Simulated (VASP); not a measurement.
Set up this calculation in VASP 6.6.1, as the native input.

| Item | Value |
| --- | --- |
| Task | single point |
| Functional | PBEsol |
| Dispersion | D4 |
| Potentials or basis | VASP PAW PBE potentials, release 64 (Pb_d, S) |
| Cutoff | 520 eV |
| k mesh | 8 × 8 × 8 |
| Occupations | fermi-dirac, width 0.05 eV |
| Spin | no spin polarisation |
| Dipole correction | no |
| Further INCAR settings | ALGO = Normal; EDIFF = 1e-06; NBANDS = 17 |

The structure of PbS (Galena) lies in POSCAR:

```
PbS
1.0
    0.0000000000      2.9296878778      2.9296878778
    2.9296878778      0.0000000000      2.9296878778
    2.9296878778      2.9296878778      0.0000000000
Pb S
1 1
Direct
    0.0000000000      0.0000000000      0.0000000000
    0.5000000000      0.5000000000      0.5000000000
```

These files were run (other wordings do the same):

INCAR

```
SYSTEM = PbS
ALGO     = Normal         ! electronic algorithm
EDIFF    = 1E-6           ! SCF threshold, eV
ENCUT    = 520            ! plane-wave cutoff, eV
GGA      = PS             ! functional
ISIF     = 2              ! what is computed and relaxed
ISMEAR   = -1             ! smearing method
IVDW     = 13             ! dispersion correction
LASPH    = .TRUE.         ! aspherical terms in the spheres
LCHARG   = .FALSE.        ! write CHGCAR
LREAL    = .FALSE.        ! projectors in reciprocal space
LWAVE    = .FALSE.        ! write WAVECAR
NBANDS   = 17             ! bands
NELM     = 60             ! most SCF steps
PREC     = Accurate       ! precision mode
SIGMA    = 0.05           ! smearing width, eV
```

KPOINTS

```
k-points
0
G
  8 8 8
  0 0 0
```

Potentials or basis: VASP PAW PBE potentials, release 64 (Pb_d, S).

Launch:

```bash
$ cat potpaw_PBE.64/Pb_d/POTCAR potpaw_PBE.64/S/POTCAR > POTCAR
$ mpirun -np 1 vasp_std > vasp.out
```

It gave:

| Property | Result |
| --- | --- |
| Pressure | -0.1 GPa |
| Band gap on the k mesh | 0.11 eV, direct |
| Dispersion energy per atom | -0.227 eV |

Caveat: the PAW data sets were made with another functional, which shifts forces and pressure a little; spin-orbit coupling is left out, which moves the levels of the heavy elements.

It took 19 s on 1 thread of Intel(R) Xeon(R) Platinum 8488C (Sapphire Rapids), with other jobs on the host, peak memory 0.18 GiB.
